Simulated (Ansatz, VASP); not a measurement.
**BaZrO3 in VASP and in Ansatz**

File INCAR:

```
ALGO     = Normal         # electronic algorithm
EDIFF    = 1E-6           # SCF threshold, eV
ENCUT    = 1340           # plane-wave cutoff, eV
GGA      = PE             # functional
GGA_COMPAT= F            
ISIF     = 2              # what is computed and relaxed
ISMEAR   = 0              # smearing method
LASPH    = T              # aspherical terms in the spheres
LCHARG   = F              # write CHGCAR
LREAL    = F              # projectors in reciprocal space
LWAVE    = F              # write WAVECAR
NBANDS   = 28             # bands
NELM     = 120            # most SCF steps
PREC     = Accurate       # precision mode
SIGMA    = 0.01           # smearing width, eV
```

File KPOINTS:

```
k-points
0
Gamma
  6 6 6
```

POSCAR

```
BaZrO3
1.0
    4.1561169902      0.0000000000      0.0000000000
    0.0000000000      4.1561169902      0.0000000000
    0.0000000000      0.0000000000      4.1561169902
Ba Zr O
1 1 3
Direct
    0.0000000000      0.0000000000      0.0000000000
    0.5000000000      0.5000000000      0.5000000000
    0.0000000000      0.5000000000      0.5000000000
    0.5000000000      0.0000000000      0.5000000000
    0.5000000000      0.5000000000      0.0000000000
```

Input for Ansatz:

```yaml
crystal:
  lattice:
    - [4.156116990179619, 0.0, 0.0]
    - [0.0, 4.156116990179619, 0.0]
    - [0.0, 0.0, 4.156116990179619]
  atoms:
    - { symbol: Ba, position: [0.0, 0.0, 0.0] }
    - { symbol: Zr, position: [0.5, 0.5, 0.5] }
    - { symbol: O, position: [0.0, 0.5, 0.5] }
    - { symbol: O, position: [0.5, 0.0, 0.5] }
    - { symbol: O, position: [0.5, 0.5, 0.0] }
basis:
  ecutwfc: 571.4391111657479
kpoints:
  mp_grid:
    grid: [6, 6, 6]
hamiltonian:
  xc: pbe
scf:
  occupations:
    method: fixed
output:
  stress: true
```

Alike in both runs: task single point; functional PBE; k mesh 6 × 6 × 6; no spin polarisation.

|  | VASP | Ansatz |
| --- | --- | --- |
| version | VASP 6.6.1 | Ansatz 0.2.0 |
| potentials or method | VASP PAW PBE potentials, release 64 (Ba_sv, Zr_sv, O_h), cutoff 1340 eV | plane waves, PAW |
| occupations | gaussian, width 0.01 eV | fixed |
| valence electrons in the cell | 40 | 40 |

|  | VASP | Ansatz | Ansatz less VASP |
| --- | --- | --- | --- |
| pressure (GPa) | 9.5 | 8.5 | -1.02 |

Neither program's run includes spin-orbit coupling.
